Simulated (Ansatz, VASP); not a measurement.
**In5Sb3As2: VASP beside Ansatz**

The input INCAR:

```
PREC = Accurate
ENCUT = 520
EDIFF = 1E-7
ISMEAR = 0
SIGMA = 0.1
LREAL = F
LASPH = T
NELM = 80
ALGO = Normal
ISIF = 2
LWAVE = F
LCHARG = F
GGA = PE
NBANDS = 56
```

KPOINTS

```
regular mesh
0
Gamma
  6 4 1
```

Contents of POSCAR:

```
In5Sb3As2
1.0
    2.9728430000      0.0000000000      0.0000000000
    0.0000000000      5.7216281600      0.0000000000
    0.0000000000      0.0000000000     15.6127730100
In Sb As
5 3 2
Direct
    0.0000000000      0.0000000000      0.0000000000
    0.0000000000      0.0000000000      0.2000000000
    0.0000000000      0.0000000000      0.4000000000
    0.0000000000      0.0000000000      0.6000000000
    0.0000000000      0.0000000000      0.8000000000
    0.0000000000      0.5000000000      0.1500000000
    0.0000000000      0.5000000000      0.3500000000
    0.0000000000      0.5000000000      0.9500000000
    0.0000000000      0.5000000000      0.5500000000
    0.0000000000      0.5000000000      0.7500000000
```

Input for Ansatz:

```yaml
crystal:
  lattice:
    - [2.972843, 0.0, 0.0]
    - [0.0, 5.72162816, 0.0]
    - [0.0, 0.0, 15.61277301]
  atoms:
    - { symbol: In, position: [0.0, 0.0, 0.0] }
    - { symbol: In, position: [0.0, 0.0, 0.2] }
    - { symbol: In, position: [0.0, 0.0, 0.4] }
    - { symbol: In, position: [0.0, 0.0, 0.6] }
    - { symbol: In, position: [0.0, 0.0, 0.8] }
    - { symbol: Sb, position: [0.0, 0.5, 0.15] }
    - { symbol: Sb, position: [0.0, 0.5, 0.35] }
    - { symbol: Sb, position: [0.0, 0.5, 0.95] }
    - { symbol: As, position: [0.0, 0.5, 0.55] }
    - { symbol: As, position: [0.0, 0.5, 0.75] }
basis:
  ecutwfc: 420
kpoints:
  mp_grid: { grid: [6, 4, 1] }
hamiltonian:
  xc: pbe
scf:
  occupations: { method: gaussian, width: 0.1 }
  lower_state_search: "off"
output:
  forces: true
  stress: true
  eigenvalues: true
```

Alike in both runs: task single point; functional PBE; k mesh 6 × 4 × 1; occupations gaussian, width 0.1 eV; no spin polarisation.

|  | VASP | Ansatz |
| --- | --- | --- |
| version | VASP 6.6.1 | Ansatz 0.2.0 |
| potentials or method | VASP PAW PBE potentials, release 64 (In_d, Sb, As), cutoff 520 eV | scalar-relativistic, plane waves, PAW |
| valence electrons in the cell | 90 | 140 |

|  | VASP | Ansatz | Ansatz less VASP |
| --- | --- | --- | --- |
| gap on the k mesh at the Fermi level (eV) | none | none | - |
| pressure (GPa) | 1.6 | 1.6 | 0.00 |
| traceless stress, the component that is largest in VASP (GPa) | 3.68 | 3.69 | +0.006 |
| rms of the force components (eV/Å) | 0.163 | 0.163 | -0.0006 |

Atom by atom the forces differ by 0.001 eV/Å (rms over components). A gap of «none» marks a metal or a gap that the smearing closes. VASP's potentials hold 90 valence electrons a cell and Ansatz's 140, so a difference there can come from the potentials and not from the codes.

The k mesh is coarse, so the values compare programs but aren't converged. Neither program's run includes spin-orbit coupling.
